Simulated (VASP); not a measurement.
Input of a VASP 6.6.1 run:

INCAR

```
PREC = Accurate ; ENCUT = 520
EDIFF = 1E-7 ; ISMEAR = 0
SIGMA = 0.15 ; LREAL = F
LASPH = T ; NELM = 100
ALGO = Normal ; ISIF = 2
LWAVE = F ; LCHARG = T
GGA = PS ; LELF = T
LVHAR = T ; NBANDS = 14
```

Contents of KPOINTS:

```
regular mesh
0
Gamma
  16 16 16
```

The input POSCAR:

```
HfN
1.0
    0.0000000000      2.4548220000      2.4548220000
    2.4548220000      0.0000000000      2.4548220000
    2.4548220000      2.4548220000      0.0000000000
Hf N
1 1
Direct
    0.0000000000      0.0000000000      0.0000000000
    0.8111042267      0.8111042267      0.6024813472
```

Potentials or basis: VASP PAW PBE potentials, release 64 (Hf_pv, N).

Run with:

```bash
$ cat potpaw_PBE.64/Hf_pv/POTCAR potpaw_PBE.64/N/POTCAR > POTCAR
$ mpirun -np 1 vasp_std > vasp.out
```

(1) Estimate the pressure.

(2) Predict the largest force.

Answers

(1) 22.2 GPa.

(2) 11.645 eV/Å.

Caveat: the cell differs from its parent crystal (atom 2 (N) moved by (-0.300, +0.300) A along [1 1 0] and z); the PAW data sets were made with another functional, which shifts forces and pressure a little.
